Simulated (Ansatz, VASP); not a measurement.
# One calculation of MgO, two programs

File INCAR:

```
SYSTEM = MgO
PREC = Accurate ; ENCUT = 520
EDIFF = 1E-6 ; ISMEAR = -1
SIGMA = 0.02 ; LREAL = .FALSE.
LASPH = .TRUE. ; NELM = 60
ALGO = Normal ; ISIF = 2
LWAVE = .FALSE. ; LCHARG = .FALSE.
LDIPOL = .TRUE. ; IDIPOL = 3
DIPOL = 0.5 0.5 0.500 ; GGA = PE
NBANDS = 26
```

The input KPOINTS:

```
Automatic mesh
0
G
  10 10 1
  0 0 0
```

File POSCAR:

```
MgO
1.0
    3.0079491114      0.0000000000      0.0000000000
    0.0000000000      3.0079491114      0.0000000000
    0.0000000000      0.0000000000     22.3808000000
Mg O
4 4
Direct
    0.0000000000      0.0000000000      0.3574487140
    0.5000000000      0.5000000000      0.4524829043
    0.0000000000      0.0000000000      0.5475170951
    0.5000000000      0.5000000000      0.6425512860
    0.5000000000      0.5000000000      0.3574487140
    0.0000000000      0.0000000000      0.4524829043
    0.5000000000      0.5000000000      0.5475170951
    0.0000000000      0.0000000000      0.6425512860
```

Input for Ansatz:

```yaml
crystal:
  lattice:
    - [3.0079491114, 0.0, 0.0]
    - [0.0, 3.0079491114, 0.0]
    - [0.0, 0.0, 22.3808]
  atoms:
    - { symbol: Mg, position: [0.0, 0.0, 0.357448714] }
    - { symbol: O, position: [0.5, 0.5, 0.357448714] }
    - { symbol: Mg, position: [0.5, 0.5, 0.4524829043] }
    - { symbol: O, position: [0.0, 0.0, 0.4524829043] }
    - { symbol: Mg, position: [0.0, 0.0, 0.5475170951] }
    - { symbol: O, position: [0.5, 0.5, 0.5475170951] }
    - { symbol: Mg, position: [0.5, 0.5, 0.642551286] }
    - { symbol: O, position: [0.0, 0.0, 0.642551286] }
kpoints:
  mp_grid: { grid: [10, 10, 1] }
scf:
  occupations: { method: fermi_dirac, width: 0.02 }
hamiltonian:
  xc: pbe
  pseudopotentials: { kind: paw }
output:
  forces: true
  stress: true
  eigenvalues: true
  populations: true
efield:
  axis: 3
  amplitude: 0
  dipole_correction: true
```

Alike in both runs: task single point; functional PBE; k mesh 10 × 10 × 1; occupations fermi-dirac, width 0.02 eV; no spin polarisation.

|  | VASP | Ansatz |
| --- | --- | --- |
| version | VASP 6.6.1 | Ansatz 0.2.0 |
| potentials or method | VASP PAW PBE potentials, release 64 (Mg, O) | PAW with Ansatz's default frozen-core files, scalar-relativistic |
| plane-wave cutoff (eV) | 520 | 420 |
| valence electrons in the cell | 32 | 64 |

|  | VASP | Ansatz | Ansatz less VASP |
| --- | --- | --- | --- |
| gap on the k mesh at the Fermi level (eV) | 3.22 | 3.24 | +0.023 |
| rms of the force components (eV/Å) | 0.187 | 0.179 | -0.0084 |

The functional is the same, so the differences come from potentials, cutoffs and numerics. VASP's potentials hold 32 valence electrons a cell and Ansatz's 64, so a difference there can come from the potentials and not from the codes.
